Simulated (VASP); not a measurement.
# Mg (Pm-3m) in VASP: further runs

The runs below take Mg through density of states, with PBE.

All numbers are computed with VASP 6.6.1; they aren't measurements. Logs are shortened: lines on timing, memory, paths and dates and some standing lists are left out, and cuts for length are marked.

## 1. The cell of the first run

Symmetry: Pm-3m, No. 221, cubic system. The conventional cell has a = 2.400 Å, b = 2.400 Å, c = 2.400 Å, α = 90.00°, β = 90.00°, γ = 90.00°. Mg (site symmetry m-3m) has 6 Mg at 2.40 Å within 3.2 Å.

## 2. Density of states, PBE (volume scaled by 0.5)

Contents of POSCAR:

```
Mg
1.0
    2.3996231154      0.0000000000      0.0000000000
    0.0000000000      2.3996231154      0.0000000000
    0.0000000000      0.0000000000      2.3996231154
Mg
1
Direct
    0.0000000000      0.0000000000      0.0000000000
```

Contents of INCAR.step1:

```
PREC = Accurate
ENCUT = 520
EDIFF = 1E-6
ISMEAR = -1
SIGMA = 0.1
LREAL = False
LASPH = True
NELM = 60
ALGO = Normal
ISIF = 2
LWAVE = False
LCHARG = True
GGA = PE
NBANDS = 7
```

Contents of KPOINTS.step1:

```
Automatic mesh
0
Gamma
  13 13 13
```

Contents of INCAR.step2:

```
PREC = Accurate
ENCUT = 520
EDIFF = 1E-6
ISMEAR = -5
SIGMA = 0.1
LREAL = False
LASPH = True
NELM = 60
ALGO = Normal
ISIF = 2
LWAVE = False
LCHARG = False
GGA = PE
LORBIT = 11
NBANDS = 7
NEDOS = 2001
ICHARG = 11
```

Contents of KPOINTS.step2:

```
Automatic mesh
0
Gamma
  20 20 20
```

Potentials or basis: VASP PAW PBE potentials, release 64 (Mg).

Started as:

```bash
> cat potpaw_PBE.64/Mg/POTCAR > POTCAR
> cp INCAR.step1 INCAR
> cp KPOINTS.step1 KPOINTS
> mpirun -np 1 vasp_std > vasp.out
> cp INCAR.step2 INCAR
> cp KPOINTS.step2 KPOINTS
> mpirun -np 1 vasp_std > vasp.out
```

OUTCAR:

```text
PREC = Accurate
   ENCUT = 520
   EDIFF = 1E-6
   ISMEAR = -5
   LREAL = False
   LASPH = True
   NELM = 60
   ISIF = 2
   GGA = PE
   LORBIT = 11
   ICHARG = 11

 ion  position               nearest neighbor table
   1  0.000  0.000  0.000-

  LATTYP: Found a simple cubic cell.
 ALAT       =     2.3996231154

  Lattice vectors:

 A1 = (   2.3996231154,   0.0000000000,   0.0000000000)
 A2 = (   0.0000000000,   2.3996231154,   0.0000000000)
 A3 = (   0.0000000000,   0.0000000000,   2.3996231154)

Analysis of symmetry for initial positions (statically):
=====================================================================
 Subroutine PRICEL returns:
 Original cell was already a primitive cell.

 Routine SETGRP: Setting up the symmetry group for a
 simple cubic supercell.

 Subroutine GETGRP returns: Found 48 space group operations
 (whereof 48 operations were pure point group operations)
 out of a pool of 48 trial point group operations.

The static configuration has the point symmetry O_h .

Analysis of symmetry for dynamics (positions and initial velocities):
=====================================================================
 Subroutine PRICEL returns:
 Original cell was already a primitive cell.

 Routine SETGRP: Setting up the symmetry group for a
 simple cubic supercell.

 Subroutine GETGRP returns: Found 48 space group operations
 (whereof 48 operations were pure point group operations)
 out of a pool of 48 trial point group operations.

The dynamic configuration has the point symmetry O_h .

 Subroutine INISYM returns: Found 48 space group operations
 (whereof 48 operations are pure point group operations),
 and found     1 'primitive' translations

----------------------------------------------------------------------------------------

                                     Primitive cell

  volume of cell :      13.8175

  direct lattice vectors                    reciprocal lattice vectors
     2.399623115  0.000000000  0.000000000     0.416732108  0.000000000  0.000000000
     0.000000000  2.399623115  0.000000000     0.000000000  0.416732108  0.000000000
     0.000000000  0.000000000  2.399623115     0.000000000  0.000000000  0.416732108

  length of vectors
     2.399623115  2.399623115  2.399623115     0.416732108  0.416732108  0.416732108

  position of ions in fractional coordinates (direct lattice)
     0.000000000  0.000000000  0.000000000

[... 76 lines left out ...]
   NELM   =     60;   NELMIN=  2; NELMDL=  0     # of ELM steps
   EDIFF  = 0.1E-05   stopping-criterion for ELM
   LREAL  =      F    real-space projection
   EDIFFG = 0.1E-04   stopping-criterion for IOM
   NSW    =      0    number of steps for IOM
   IBRION =     -1    ionic relax: 0-MD 1-quasi-New 2-CG
   NFREE  =      0    steps in history (QN), initial steepest desc. (CG)
   ISIF   =      2    stress and relaxation
   ISYM   =      2    0-nonsym 1-usesym 2-fastsym
   POTIM  = 0.5000    time-step for ionic-motion
   TEBEG  =    0.0;   TEEND  =   0.0 temperature during run
   PSTRESS=    0.0 pullay stress
   NELECT =       2.0000    total number of electrons
   NUPDOWN=      -1.0000    fix difference up-down
   EMIN   =  10.00;   EMAX   =-10.00  energy-range for DOS
   EFERMI =   0.00;   METHOD = LEGACY
   ISMEAR =    -5;   SIGMA  =   0.10  broadening in eV -4-tet -1-fermi 0-gaus
   EFERMI_NEDOS =   21; number of points for ismear=-14 and -15
   IALGO  =     38    algorithm
   IMIX   =      4    mixing-type and parameters
     AMIX     =   0.40;   BMIX     =  1.00
     AMIX_MAG =   1.60;   BMIX_MAG =  1.00
  volume/ion in A,a.u.               =      13.82        93.25
  Fermi-wavevector in a.u.,A,eV,Ry     =   0.859558  1.624329 10.052525  0.738840
  Thomas-Fermi vector in A             =   1.976931
   LORBIT       =     11    0 simple, 1 ext, 2 COOP (PROOUT), +10 PAW based schemes
   GGA     = PE    functional components
   LHFCALC =     F    Hartree Fock is set to
   AEXX    =    0.0000 exact exchange contribution
   IVDW    =     0    specifies the selected vdW correction
   LEPSILON=     F    determine dielectric tensor
   LRPA    =     F    only Hartree local field effects (RPA)
 non-spin polarized calculation
 Fermi weights with tetrahedron method with Bloechl corrections
  energy-cutoff  :      520.00
  volume of cell :       13.82
 maximum number of plane-waves:       386
 NGX is ok and might be reduce to    18

 number of electron       2.0000000 magnetization

 Free energy of the ion-electron system (eV)
  ---------------------------------------------------
  ext. energy  EPLUGINS =         0.00000000
  ---------------------------------------------------
  free energy    TOTEN  =         0.30916844 eV

  energy without entropy =        0.30916844  energy(sigma->0) =        0.30916844

 E-fermi :   6.1558     XC(G=0): -10.2172

 val. band max:        6.2105389304   @ k =   0.5000   0.4000   0.1000
 cond. band min:       6.0196900958   @ k =   0.5000   0.3000   0.1000
 fundamental gap:     -0.1908488347
 Fermi energy:         6.1558080974

 k-point     1 :       0.0000    0.0000    0.0000
  band No.  band energies     occupation
      1      -3.3889      2.00000
      2      16.7398      0.00000
      3      16.7398      0.00000
      4      21.5950      0.00000
      5      21.5950      0.00000
      6      21.5950      0.00000
      7      29.4662      0.00000
[... 221 lines left out ...]
 k-point    24 :       0.2000    0.1000    0.0000
  band No.  band energies     occupation
      1      -2.0817      2.00000
      2      11.9392      0.00000
      3      16.1355      0.00000
      4      21.8838      0.00000
      5      22.3972      0.00000
      6      26.8124      0.00000
      7      30.9681      0.00000

 [... further k-points ...]
[... 5 lines left out ...]
  --------------------------------------------------------------------------------------
  -------------------------------------------------------------------------------------
  Total        4.9857181      4.9857181      4.9857181      0.0000000      0.0000000      0.0000000
  in kB      578.1082803    578.1082803    578.1082803      0.0000000      0.0000000      0.0000000
  external PRESSURE =     578.1082803 kB  Pullay stress =       0.0000000 kB

 VOLUME and BASIS-vectors are now :
 -----------------------------------------------------------------------------
  energy-cutoff  :      520.00
  volume of cell :       13.82
      direct lattice vectors                 reciprocal lattice vectors
     2.399623115  0.000000000  0.000000000     0.416732108  0.000000000  0.000000000
     0.000000000  2.399623115  0.000000000     0.000000000  0.416732108  0.000000000
     0.000000000  0.000000000  2.399623115     0.000000000  0.000000000  0.416732108

 POSITION                                       TOTAL-FORCE (eV/Angst)
 -----------------------------------------------------------------------------------
      0.00000      0.00000      0.00000         0.000000      0.000000      0.000000
 -----------------------------------------------------------------------------------
    total drift:                               -0.000000      0.000000      0.000000

  FREE ENERGIE OF THE ION-ELECTRON SYSTEM (eV)
  ---------------------------------------------------
  free  energy   TOTEN  =         0.3091684438 eV

  energy  without entropy=        0.3091684438  energy(sigma->0) =        0.30916844

 total charge

# of ion       s       p       d       tot
------------------------------------------
    1        0.303   0.233   0.040   0.577
```

It took 12 s on 1 thread of Intel Xeon Platinum 8559C (Emerald Rapids), shared host; peak memory 0.14 GiB.

What came out:

| Quantity | Value |
| --- | --- |
| Valence electrons inside the program's atomic spheres | Mg 0.58 |

Caveat: the cell differs from its parent crystal (volume scaled by 0.5); tetrahedron occupations give inexact forces and stress in metals.

## 3. Density of states, PBE

This run uses another cell than the first one, of 27.63 Å³/atom, 2.000 times its volume.

Contents of POSCAR:

```
Mg
1.0
    3.0233356749      0.0000000000      0.0000000000
    0.0000000000      3.0233356749      0.0000000000
    0.0000000000      0.0000000000      3.0233356749
Mg
1
Direct
    0.0000000000      0.0000000000      0.0000000000
```

Contents of INCAR.step1:

```
SYSTEM = Mg
PREC = Accurate ; ENCUT = 520
EDIFF = 1E-7 ; ISMEAR = -1
SIGMA = 0.1 ; LREAL = .False.
LASPH = .True. ; NELM = 80
ALGO = Normal ; ISIF = 2
LWAVE = .False. ; LCHARG = .True.
GGA = PE ; NBANDS = 7
```

Contents of KPOINTS.step1:

```
Automatic mesh
0
Gamma
  13 13 13
  0 0 0
```

Contents of INCAR.step2:

```
SYSTEM = Mg
PREC = Accurate ; ENCUT = 520
EDIFF = 1E-7 ; ISMEAR = -5
SIGMA = 0.1 ; LREAL = .False.
LASPH = .True. ; NELM = 80
ALGO = Normal ; ISIF = 2
LWAVE = .False. ; LCHARG = .False.
GGA = PE ; LORBIT = 11
NBANDS = 7 ; NEDOS = 1001
ICHARG = 11
```

Contents of KPOINTS.step2:

```
Automatic mesh
0
Gamma
  20 20 20
  0 0 0
```

Potentials or basis: VASP PAW PBE potentials, release 64 (Mg).

Started as:

```bash
> cat potpaw_PBE.64/Mg/POTCAR > POTCAR
> cp INCAR.step1 INCAR
> cp KPOINTS.step1 KPOINTS
> mpirun -np 1 vasp_std > vasp.out
> cp INCAR.step2 INCAR
> cp KPOINTS.step2 KPOINTS
> mpirun -np 1 vasp_std > vasp.out
```

It took 15 s on 1 thread of Intel Xeon Platinum 8559C (Emerald Rapids), shared host; peak memory 0.17 GiB.

The run converged. Its results:

| Quantity | Value |
| --- | --- |
| Valence electrons inside the program's atomic spheres | Mg 0.35 |

Levels at points of the mesh, in eV from the Fermi level:
```tsv
k point	band 1	band 2	band 3	band 4	band 5	band 6
(0.00, 0.00, 0.00)	-6.16	8.10	8.10	9.45	9.45	9.45
(0.50, 0.00, 0.00)	-2.34	-1.91	10.49	12.80	12.80	13.04
(0.50, 0.50, 0.00)	1.32	1.32	2.01	2.70	15.49	15.49
(0.50, 0.50, 0.50)	4.50	4.50	4.50	5.70	5.70	5.70
```

Caveat: tetrahedron occupations give inexact forces and stress in metals.
